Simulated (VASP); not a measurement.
Here is a VASP 6.6.1 calculation.

The input INCAR:

```
PREC     = Accurate       # precision mode
ENCUT    = 520            # plane-wave cutoff, eV
EDIFF    = 1E-6           # SCF threshold, eV
ISMEAR   = 0              # smearing method
SIGMA    = 0.15           # smearing width, eV
LREAL    = False          # projectors in reciprocal space
LASPH    = True           # aspherical terms in the spheres
NELM     = 60             # most SCF steps
ALGO     = Fast           # electronic algorithm
ISIF     = 2              # what is computed and relaxed
LWAVE    = False          # write WAVECAR
LCHARG   = True           # write CHGCAR
GGA      = PS             # functional
LELF     = True           # ELF
LVHAR    = True         
NBANDS   = 13             # bands
```

File KPOINTS:

```
regular mesh
0
Gamma
  16 16 16
```

File POSCAR:

```
Pb
1.0
    0.0000000000      2.4698000000      2.4698000000
    2.5994645000      0.0000000000      2.4698000000
    2.5994645000      2.4698000000      0.0000000000
Pb
1
Direct
    0.0000000000      0.0000000000      0.0000000000
```

Potentials or basis: VASP PAW PBE potentials, release 64 (Pb_d).

Launch:

```bash
$ cat potpaw_PBE.64/Pb_d/POTCAR > POTCAR
$ mpirun -np 1 vasp_std > vasp.out
```

(1) What does it give for the pressure?

(2) Predict the band gap on the k mesh.

Results:

(1) -2.3 GPa.

(2) zero (band 7 reaches 13.66 eV, above the bottom of band 8 at 4.86 eV).

Caveat: the cell differs from its parent crystal (strain +0.0525 x Voigt [1, 0, 0, 0, 0, 0]); the PAW data sets were made with another functional, which shifts forces and pressure a little; spin-orbit coupling is left out, which moves the levels of the heavy elements.
